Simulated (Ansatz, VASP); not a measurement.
## Two plane-wave programs on Nb

The input INCAR:

```
AGGAC = 1.0
AGGAX = 1.0
ALDAC = 0.0
ALDAX = 1.0
ALGO = Normal
EDIFF = 1E-6
EDIFFG = -0.01
ENCUT = 600
GGA = B5
IBRION = 2
ISIF = 3
ISMEAR = -1
LASPH = True
LCHARG = False
LREAL = False
LWAVE = False
NELM = 100
NSW = 80
PREC = Accurate
SIGMA = 0.1
```

The input KPOINTS:

```
k-points
0
Gamma
  9 9 9
```

The input POSCAR:

```
Nb
1.0
    0.0000000000      2.8951284430      2.8951284430
    2.8951284430      0.0000000000      2.8951284430
    2.8951284430      2.8951284430      0.0000000000
Nb
2
Direct
    0.1250000000      0.1250000000      0.1250000000
    0.8750000000      0.8750000000      0.8750000000
```

Input for Ansatz:

```yaml
crystal:
  lattice:
    - [0.0, 2.895128443, 2.895128443]
    - [2.895128443, 0.0, 2.895128443]
    - [2.895128443, 2.895128443, 0.0]
  atoms:
    - { symbol: Nb, position: [0.125, 0.125, 0.125] }
    - { symbol: Nb, position: [0.875, 0.875, 0.875] }
hamiltonian:
  xc: blyp
  pseudopotentials:
    kind: paw
    azcp:
      Nb: "pseudopotentials/Nb.paw.azcp"
basis:
  ecutwfc: 420
  fft_grid_basis: typed
kpoints:
  mp_grid: { grid: [9, 9, 9], shift: [0, 0, 0] }
magnetization:
  spin_polarized: false
scf:
  occupations: { method: fermi_dirac, width: 0.1 }
relax:
  max_steps: 60
  f_tol: 0.01
  cell: {}
```

Alike in both runs: task relaxation of cell and atoms; functional BLYP; k mesh 9 × 9 × 9; occupations fermi-dirac, width 0.1 eV; no spin polarisation.

|  | VASP | Ansatz |
| --- | --- | --- |
| version | VASP 6.6.1 | Ansatz 0.2.0 |
| potentials or method | VASP PAW PBE potentials, release 64 (Nb_sv), cutoff 600 eV | plane waves (420 eV) with PAW, scalar-relativistic |
| valence electrons in the cell | 26 | 26 |

VASP gave:

- relaxed volume (Å³/atom): 27.60
- relaxed cell length with the largest relative difference (Å): 4.274

Task: Which values does Ansatz return?

Result: Relaxed volume (Å³/atom): 27.59; relaxed cell length with the largest relative difference (Å): 4.274.

VASP's potentials were made for PBE, not for BLYP.
